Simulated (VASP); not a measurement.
ZrB6, 7 atoms in the cell. Symmetry: Pm-3m, No. 221, cubic system. Conventional cell: a = 4.004 Å, b = 4.004 Å, c = 4.004 Å, α = 90.00°, β = 90.00°, γ = 90.00°. Within 3.9 Å of Zr (site symmetry m-3m) lie 24 B at 2.94 Å. B (site symmetry 4mm) has 5 B at 1.60 to 1.70 Å within 2.1 Å. 

- Program: VASP 6.6.1
- Task: single point
- Functional: PBE
- Potentials or basis: VASP PAW PBE potentials, release 64 (Zr_sv, B)
- Cutoff: 520 eV
- k mesh: 4 × 4 × 4
- Occupations: gaussian, width 0.1 eV
- Spin: no spin polarisation
- Dipole correction: no
- Further INCAR settings: ALGO = Normal; EDIFF = 1e-06; NBANDS = 24

Potentials or basis: VASP PAW PBE potentials, release 64 (Zr_sv, B).

The run is started by

```sh
$ cat potpaw_PBE.64/Zr_sv/POTCAR potpaw_PBE.64/B/POTCAR > POTCAR
$ mpirun -np 1 vasp_std > vasp.out
```

Hardware: 1 thread of AMD EPYC 7R13 Processor (Zen 3) (shared host).

Question: Estimate the wall time of this run.

Answer: Wall time 14 s on 1 thread of AMD EPYC 7R13 Processor (Zen 3) (shared host), peak memory 0.13 GiB. Counts: scf iterations 14, k points 10.
